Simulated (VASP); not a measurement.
# Be: single point with PBEsol

The system is Be.

```xyz
2
Lattice="2.3340 0.0000 0.0000 -1.1670 2.0213 0.0000 0.0000 0.0000 3.4929" Properties=species:S:1:pos:R:3 pbc="T T T"
Be    0.0000    1.3475    0.8732
Be    1.1670    0.6738    2.6197
```

This cell differs from its parent crystal: strain +0.015 along x and y, -0.030 along z.

- Program: VASP 6.6.1
- Task: single point
- Functional: PBEsol
- Potentials or basis: VASP PAW PBE potentials, release 64 (Be)
- Cutoff: 520 eV
- k mesh: 24 × 24 × 14
- Occupations: gaussian, width 0.15 eV
- Spin: no spin polarisation
- Dipole correction: no
- Further INCAR settings: ALGO = Normal; EDIFF = 1e-06; NBANDS = 9

The pressure is -4.6 GPa. The band gap on the k mesh is zero (bands 2 and 3 overlap by 2.23 eV).

Stress tensor (GPa, compression positive):
```
-9.35  0.00  0.00
 0.00 -9.35  0.00
 0.00  0.00  5.03
```

Levels at points of the mesh, in eV from the Fermi level:
| k point | band 1 | band 2 | band 3 | band 4 | band 5 | band 6 | band 7 |
| --- | --- | --- | --- | --- | --- | --- | --- |
| (0.00, 0.00, 0.00) | -10.97 | -3.68 | 2.00 | 14.64 | 14.64 | 17.67 | 17.67 |
| (0.50, 0.00, 0.00) | -4.90 | -3.16 | 3.78 | 6.71 | 7.24 | 8.46 | 10.27 |
| (0.00, 0.00, 0.50) | -8.70 | -8.70 | 12.01 | 12.01 | 16.44 | 16.44 | 16.44 |
| (0.50, 0.00, 0.50) | -3.45 | -3.45 | 1.46 | 1.46 | 11.23 | 11.23 | 15.89 |

It took 20 s on 1 thread of Intel(R) Xeon(R) 6975P-C (Granite Rapids) (shared host), peak memory 0.17 GiB.

Caveat: the cell differs from its parent crystal (strain +0.015 along x and y, -0.030 along z); the stress differs along the axes, from -9 to 5 GPa; the PAW data sets were made with another functional, which shifts forces and pressure a little.
